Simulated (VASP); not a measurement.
# Ga in VASP: a series of runs, part 2 of 2

VASP 6.6.1. The steps go on from the part before.

### Step 3. Single point, RPBE

INCAR reads:

```
ALGO = Normal ; DIPOL = 0.5 0.5 0.504
EDIFF = 1E-7 ; ENCUT = 520
GGA = RP ; IDIPOL = 3
ISIF = 2 ; ISMEAR = -1
LASPH = T ; LCHARG = T
LDIPOL = T ; LELF = T
LREAL = F ; LVACPOTAV = T
LVHAR = T ; LWAVE = F
NBANDS = 48 ; NELM = 80
PREC = Accurate ; SIGMA = 0.05
```

KPOINTS reads:

```
k-points
0
Gamma
  9 8 1
```

POSCAR reads:

```
Ga
1.0
    2.9000000000      0.0000000000      0.0000000000
    0.0000000000      3.1700000000      0.0000000000
    0.0000000000      0.0000000000     25.0324200000
Ga
6
Direct
    0.5000000000      0.2500000000      0.2996114639
    0.0000000000      0.7500000000      0.3756097093
    0.0000000000      0.2500000000      0.4620008773
    0.5000000000      0.7500000000      0.5420608454
    0.5000000000      0.2500000000      0.6335639869
    0.0000000000      0.7500000000      0.7139591998
```

Potentials or basis: VASP PAW PBE potentials, release 64 (Ga_d).

The run is started by

```
$ cat potpaw_PBE.64/Ga_d/POTCAR > POTCAR
$ mpirun -np 1 vasp_std > vasp.out
```

OUTCAR:

```text
EDIFF = 1E-7
   ENCUT = 520
   GGA = RP
   ISIF = 2
   ISMEAR = -1
   LASPH = T
   LREAL = F
   NELM = 80
   PREC = Accurate

 ion  position               nearest neighbor table
   1  0.500  0.250  0.300-   2 2.87   2 2.87   2 2.87   2 2.87
   2  0.000  0.750  0.376-   3 2.68   3 2.68   1 2.87   1 2.87   1 2.87   1 2.87
   3  0.000  0.250  0.462-   2 2.68   2 2.68
   4  0.500  0.750  0.542-   5 2.79   5 2.79
   5  0.500  0.250  0.634-   4 2.79   4 2.79
   6  0.000  0.750  0.714-

  LATTYP: Found a simple orthorhombic cell.
 ALAT       =     2.9000000000
 B/A-ratio  =     1.0931034483
 C/A-ratio  =     8.6318689655

  Lattice vectors:

 A1 = (   2.9000000000,   0.0000000000,   0.0000000000)
 A2 = (   0.0000000000,   3.1700000000,   0.0000000000)
 A3 = (   0.0000000000,   0.0000000000,  25.0324200000)

Analysis of symmetry for initial positions (statically):
=====================================================================
 Subroutine PRICEL returns:
 Original cell was already a primitive cell.

 Routine SETGRP: Setting up the symmetry group for a
 simple orthorhombic supercell.

 Subroutine GETGRP returns: Found  4 space group operations
 (whereof  2 operations were pure point group operations)
 out of a pool of  8 trial point group operations.

The static configuration has the point symmetry C_1h.
 The point group associated with its full space group is C_2v.

Analysis of symmetry for dynamics (positions and initial velocities):
=====================================================================
 Subroutine PRICEL returns:
 Original cell was already a primitive cell.

 Routine SETGRP: Setting up the symmetry group for a
 simple orthorhombic supercell.

 Subroutine GETGRP returns: Found  4 space group operations
 (whereof  2 operations were pure point group operations)
 out of a pool of  8 trial point group operations.

The dynamic configuration has the point symmetry C_1h.
 The point group associated with its full space group is C_2v.

 Subroutine INISYM returns: Found  4 space group operations
 (whereof  2 operations are pure point group operations),
 and found     1 'primitive' translations

----------------------------------------------------------------------------------------

                                     Primitive cell

  volume of cell :     230.1230

  direct lattice vectors                    reciprocal lattice vectors
     2.900000000  0.000000000  0.000000000     0.344827586  0.000000000  0.000000000
     0.000000000  3.170000000  0.000000000     0.000000000  0.315457413  0.000000000
     0.000000000  0.000000000 25.032420000     0.000000000  0.000000000  0.039948195

  length of vectors
     2.900000000  3.170000000 25.032420000     0.344827586  0.315457413  0.039948195

  position of ions in fractional coordinates (direct lattice)
     0.500000000  0.250000000  0.299611464
     0.000000000  0.750000000  0.375609709
     0.000000000  0.250000000  0.462000877
     0.500000000  0.750000000  0.542060845
     0.500000000  0.250000000  0.633563987
     0.000000000  0.750000000  0.713959200

[... 31 lines left out ...]
 ===========================================

 Found     25 irreducible k-points:

 Following reciprocal coordinates:
            Coordinates               Weight
  0.000000  0.000000  0.000000      1.000000
  0.111111  0.000000  0.000000      2.000000
  0.222222  0.000000  0.000000      2.000000
  0.333333  0.000000  0.000000      2.000000
  0.444444  0.000000  0.000000      2.000000
  0.000000  0.125000  0.000000      2.000000
[... 16 lines left out ...]
  0.222222  0.500000  0.000000      2.000000
  0.333333  0.500000  0.000000      2.000000
   k-points           NKPTS =     25   k-points in BZ     NKDIM =     25   number of bands    NBANDS=     48
   number of dos      NEDOS =    301   number of ions     NIONS =      6
   total plane-waves  NPLWV = 110592
   dimension x,y,z NGX =    24 NGY =   24 NGZ =  192
   dimension x,y,z NGXF=    48 NGYF=   48 NGZF=  384
   ions per type =               6
   NGX,Y,Z   is equivalent  to a cutoff of  13.76, 12.59, 12.75 a.u.
   NGXF,Y,Z  is equivalent  to a cutoff of  27.52, 25.17, 25.50 a.u.
 SYSTEM =  unknown system
   PREC   = accura    normal or accurate (medium, high low for compatibility)
   ISTART =      0    job   : 0-new  1-cont  2-samecut
   ICHARG =      2    charge: 1-file 2-atom 10-const
   ISPIN  =      1    spin polarized calculation?
   LNONCOLLINEAR =      F non collinear calculations
   LSORBIT =      F    spin-orbit coupling
   LASPH  =      T    aspherical Exc in radial PAW
   ENCUT  =  520.0 eV  38.22 Ry    6.18 a.u.   5.39  5.89 46.54*2*pi/ulx,y,z
   NELM   =     80;   NELMIN=  2; NELMDL= -5     # of ELM steps
   EDIFF  = 0.1E-06   stopping-criterion for ELM
   LREAL  =      F    real-space projection
   EDIFFG = 0.1E-05   stopping-criterion for IOM
   NSW    =      0    number of steps for IOM
   IBRION =     -1    ionic relax: 0-MD 1-quasi-New 2-CG
   NFREE  =      0    steps in history (QN), initial steepest desc. (CG)
   ISIF   =      2    stress and relaxation
   ISYM   =      2    0-nonsym 1-usesym 2-fastsym
   POTIM  = 0.5000    time-step for ionic-motion
   TEBEG  =    0.0;   TEEND  =   0.0 temperature during run
   PSTRESS=    0.0 pullay stress
   NELECT =      78.0000    total number of electrons
   NUPDOWN=      -1.0000    fix difference up-down
   EMIN   =  10.00;   EMAX   =-10.00  energy-range for DOS
   EFERMI =   0.00;   METHOD = LEGACY
   ISMEAR =    -1;   SIGMA  =   0.05  broadening in eV -4-tet -1-fermi 0-gaus
   EFERMI_NEDOS =   21; number of points for ismear=-14 and -15
   IALGO  =     38    algorithm
   IMIX   =      4    mixing-type and parameters
     AMIX     =   0.40;   BMIX     =  1.00
     AMIX_MAG =   1.60;   BMIX_MAG =  1.00
  volume/ion in A,a.u.               =      38.35       258.82
  Fermi-wavevector in a.u.,A,eV,Ry     =   1.141440  2.157008 17.726823  1.302885
  Thomas-Fermi vector in A             =   2.278140
   LORBIT       =      0    0 simple, 1 ext, 2 COOP (PROOUT), +10 PAW based schemes
   GGA     = RP    functional components
   LHFCALC =     F    Hartree Fock is set to
   AEXX    =    0.0000 exact exchange contribution
   IVDW    =     0    specifies the selected vdW correction
   LEPSILON=     F    determine dielectric tensor
   LRPA    =     F    only Hartree local field effects (RPA)
 non-spin polarized calculation
  energy-cutoff  :      520.00
  volume of cell :      230.12
 maximum number of plane-waves:      6256
 NGX is ok and might be reduce to    24

 dipolmoment           0.000000      0.000000      0.054346 electrons x Angstroem

 number of electron      77.9999993 magnetization

 dipolmoment           0.000000      0.000000     -0.004204 electrons x Angstroem

 Free energy of the ion-electron system (eV)
  ---------------------------------------------------
  ext. energy  EPLUGINS =         0.00000000
  ---------------------------------------------------
  free energy    TOTEN  =       -14.80165412 eV

  energy without entropy =      -14.78412328  energy(sigma->0) =      -14.79288870

 E-fermi :   0.6849     XC(G=0):  -6.0695

 val. band max:        0.6504869640   @ k =   0.3333   0.1250   0.0000
 cond. band min:       0.6885744618   @ k =   0.3333   0.5000   0.0000
 fundamental gap:      0.0380874978
 Fermi energy:         0.6849311710

 k-point     1 :       0.0000    0.0000    0.0000
  band No.  band energies     occupation
      1     -14.5052      2.00000
      2     -14.4658      2.00000
      3     -14.4336      2.00000
      4     -14.4043      2.00000
      5     -14.3569      2.00000
      6     -14.3311      2.00000
[... 1213 lines left out ...]
     47       3.4104      0.00000
     48       3.4395      0.00000

 [... further k-points ...]
[... 5 lines left out ...]
  --------------------------------------------------------------------------------------
  -------------------------------------------------------------------------------------
  Total       -0.7003998     -0.2924352      1.6316972      0.0000000      0.0000000      0.0000000
  in kB       -4.8763682     -2.0360108     11.3603065      0.0000000      0.0000000      0.0000000
  external PRESSURE =       1.4826425 kB  Pullay stress =       0.0000000 kB

 VOLUME and BASIS-vectors are now :
 -----------------------------------------------------------------------------
  energy-cutoff  :      520.00
  volume of cell :      230.12
      direct lattice vectors                 reciprocal lattice vectors
     2.900000000  0.000000000  0.000000000     0.344827586  0.000000000  0.000000000
     0.000000000  3.170000000  0.000000000     0.000000000  0.315457413  0.000000000
     0.000000000  0.000000000 25.032420000     0.000000000  0.000000000  0.039948195

 POSITION                                       TOTAL-FORCE (eV/Angst)
 -----------------------------------------------------------------------------------
      1.45000      0.79250      7.50000         0.000000      0.000000     -0.358601
      0.00000      2.37750      9.40242         0.000000      0.000000     -0.062697
      0.00000      0.79250     11.56500         0.000000      0.000000      0.412474
      1.45000      2.37750     13.56909         0.000000      0.000000     -0.006594
      1.45000      0.79250     15.85964         0.000000      0.000000      0.013203
      0.00000      2.37750     17.87213         0.000000      0.000000      0.002214
 -----------------------------------------------------------------------------------
    total drift:                                0.000000     -0.000000      0.002089

  FREE ENERGIE OF THE ION-ELECTRON SYSTEM (eV)
  ---------------------------------------------------
  free  energy   TOTEN  =       -14.8016541203 eV

  energy  without entropy=      -14.7841232770  energy(sigma->0) =      -14.79288870

 vacuum level on the upper side and lower side of the slab         4.812         4.894
```

It took 7.3 min on 1 thread of Intel Xeon Platinum 8259CL at 2.50GHz (Skylake/Cascade Lake), shared host; peak memory 0.42 GiB.

What came out:

```
Free energy            : -14.8017 eV
Largest force          : 0.412 eV/Å
Band gap on the k mesh : zero (band 39 reaches 3.83 eV, above the bottom of band 40 at -0.99 eV)
```

Forces in eV/Å, atoms in the order of the input:
```
Ga   0.000  0.000 -0.359
Ga   0.000  0.000 -0.063
Ga   0.000  0.000  0.412
Ga   0.000  0.000 -0.007
Ga   0.000  0.000  0.013
Ga   0.000  0.000  0.002
```

Levels at points of the mesh, in eV from the Fermi level:
```tsv
k point	band 36	band 37	band 38	band 39	band 40	band 41	band 42	band 43	band 44	band 45
(0.00, 0.00, 0.00)	-3.69	-1.62	0.87	2.95	3.41	3.90	4.13	4.22	5.01	5.63
(0.00, 0.50, 0.00)	-5.62	-3.35	-3.27	-1.68	-1.68	0.29	0.34	2.61	2.68	4.96
```

Caveat: the PAW data sets were made with another functional, which shifts forces and pressure a little.

### Step 4. Single point, revPBE

INCAR reads:

```
PREC = Accurate
ENCUT = 520
EDIFF = 1E-7
ISMEAR = -1
SIGMA = 0.05
LREAL = False
LASPH = True
NELM = 80
ALGO = Normal
ISIF = 2
LWAVE = False
LCHARG = False
LDIPOL = True
IDIPOL = 3
DIPOL = 0.5 0.5 0.504
GGA = RE
NBANDS = 48
```

KPOINTS reads:

```
Automatic mesh
0
Gamma
  9 8 1
```

Changes to POSCAR since step 3:

```diff
@@ -11,4 +11,4 @@
     0.0000000000      0.2500000000      0.4620008773
-    0.5000000000      0.7500000000      0.5420608454
-    0.5000000000      0.2500000000      0.6335639869
-    0.0000000000      0.7500000000      0.7139591998
+    0.5000000000      0.7500000000      0.5416229451
+    0.5000000000      0.2500000000      0.6327734737
+    0.0000000000      0.7500000000      0.7127483858
```

The run is started by

```
$ cat potpaw_PBE.64/Ga_d/POTCAR > POTCAR
$ mpirun -np 1 vasp_std > vasp.out
```

Wall time 6.7 min (1 thread of Intel Xeon Platinum 8259CL at 2.50GHz (Skylake/Cascade Lake), shared host); peak memory 0.42 GiB.

Results (log left out):

* Free energy: -15.1459 eV
* Largest force: 0.384 eV/Å
* Band gap on the k mesh: zero (band 39 reaches 3.87 eV, above the bottom of band 40 at -1.02 eV)

Forces on the atoms (eV/Å):
```
Ga   0.000  0.000 -0.326
Ga   0.000  0.000 -0.065
Ga   0.000  0.000  0.384
Ga   0.000  0.000 -0.005
Ga   0.000  0.000  0.012
Ga   0.000  0.000  0.001
```

Levels at points of the mesh, in eV from the Fermi level:
```tsv
k point	band 37	band 38	band 39	band 40	band 41	band 42	band 43	band 44
(0.00, 0.00, 0.00)	-1.60	0.91	3.02	3.40	3.98	4.11	4.21	4.99
(0.00, 0.50, 0.00)	-3.34	-3.27	-1.67	-1.67	0.31	0.35	2.64	2.70
```

Caveat: the PAW data sets were made with another functional, which shifts forces and pressure a little.

### Step 5. Overview

| level | gap on the mesh (eV) | largest force (eV/Å) |
| --- | --- | --- |
| PBEsol | none | 0.12 |
| RPBE | none | 0.41 |
| revPBE | none | 0.38 |

Some of these runs hold the atoms at other places in the same cell, which the table doesn't show; runs alike in all that it shows share one row.

Alike in all rows: task single point; potentials or basis VASP PAW PBE potentials, release 64 (Ga_d); no spin polarisation; cell as given; k mesh 9 × 8 × 1; cutoff (eV) 520; smearing fermi-dirac 0.05 eV.

Every run on the cell as given and a fine mesh finds a metal.

Caveats: the PAW data sets were made with another functional, which shifts forces and pressure a little.

Absolute energies hang on the potentials; compare differences alone.
